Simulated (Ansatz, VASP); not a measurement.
**InP: VASP beside Ansatz**

```
In P
1.0
     0.00000    2.97993    2.97993
     2.97993    0.00000    2.97993
     2.97993    2.97993    0.00000
In P
1 1
Direct
  0.00000 0.00000 0.00000
  0.25000 0.25000 0.25000
```

Alike in both runs: functional PBE; k mesh 11 × 11 × 11; occupations fermi-dirac, width 0.1 eV; no spin polarisation.

Ansatz relaxed the structure, and its values are those at the end. VASP's run is a single point on that final structure, the one shown.

|  | VASP | Ansatz |
| --- | --- | --- |
| version | VASP 6.6.1 | Ansatz 0.2.0 |
| potentials or method | VASP PAW PBE potentials, release 64 (In_d, P) | PAW with Ansatz's default frozen-core files, scalar-relativistic |
| plane-wave cutoff (eV) | 520 | 420 |
| valence electrons in the cell | 18 | 18 |

|  | VASP | Ansatz | Ansatz less VASP |
| --- | --- | --- | --- |
| pressure (GPa) | 0.0 | 0.0 | +0.04 |

With one functional, cell and mesh, what is left measures potentials, basis and numerics.
